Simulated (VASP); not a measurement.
Wanted: the native input for a VASP 6.6.1 run.

```yaml
Task: single point
Functional: r2SCAN
Potentials_or_basis: VASP PAW PBE potentials, release 64 (K_sv, Cl)
Cutoff: 520 eV
k_mesh: 8 × 8 × 8
Occupations: gaussian, width 0.01 eV
Spin: no spin polarisation
Dipole_correction: no
Further_INCAR_settings: ALGO = Normal; EDIFF = 1e-07; NBANDS = 15
```

KCl:

```
CELL_PARAMETERS angstrom
3.75835 0.00000 0.00000
0.00000 3.77117 0.00000
0.00000 0.00000 3.77117
ATOMIC_POSITIONS crystal
K 0.00000 0.00000 0.00000
Cl 0.50000 0.50000 0.50000
```

This cell differs from its parent crystal: uniaxial x strain -0.3%.

The input as run:

POSCAR

```
KCl
1.0
    3.7583463184      0.0000000000      0.0000000000
    0.0000000000      3.7711682906      0.0000000000
    0.0000000000      0.0000000000      3.7711682906
K Cl
1 1
Direct
    0.0000000000      0.0000000000      0.0000000000
    0.5000000000      0.5000000000      0.5000000000
```

INCAR.step1

```
ALGO = Normal ; EDIFF = 1E-4
ENCUT = 520 ; GGA = PE
ISMEAR = 0 ; LASPH = T
LCHARG = F ; LREAL = F
LWAVE = T ; NBANDS = 15
NELM = 100 ; PREC = Accurate
SIGMA = 0.01
```

INCAR.step2

```
ALGO = Normal ; EDIFF = 1E-7
ENCUT = 520 ; ISIF = 2
ISMEAR = 0 ; ISTART = 1
LASPH = T ; LCHARG = F
LMIXTAU = T ; LREAL = F
LWAVE = F ; METAGGA = R2SCAN
NBANDS = 15 ; NELM = 100
PREC = Accurate ; SIGMA = 0.01
```

KPOINTS

```
k-points
0
Gamma
  8 8 8
```

Potentials or basis: VASP PAW PBE potentials, release 64 (K_sv, Cl).

The run is started by

```console
$ cat potpaw_PBE.64/K_sv/POTCAR potpaw_PBE.64/Cl/POTCAR > POTCAR
$ cp INCAR.step1 INCAR
$ mpirun -np 1 vasp_std > vasp.out
$ cp INCAR.step2 INCAR
$ mpirun -np 1 vasp_std > vasp.out
```

It gave:

| Item | Value |
| --- | --- |
| Pressure | 0.0 GPa |
| Band gap on the k mesh | 5.81 eV, indirect (least direct gap 6.03 eV) |

Caveat: the cell differs from its parent crystal (uniaxial x strain -0.3%); the PAW data sets were made with another functional, which shifts forces and pressure a little.

It took 69 s on 1 thread of Intel(R) Xeon(R) 6975P-C (Granite Rapids), with other jobs on the host, peak memory 0.2 GiB.
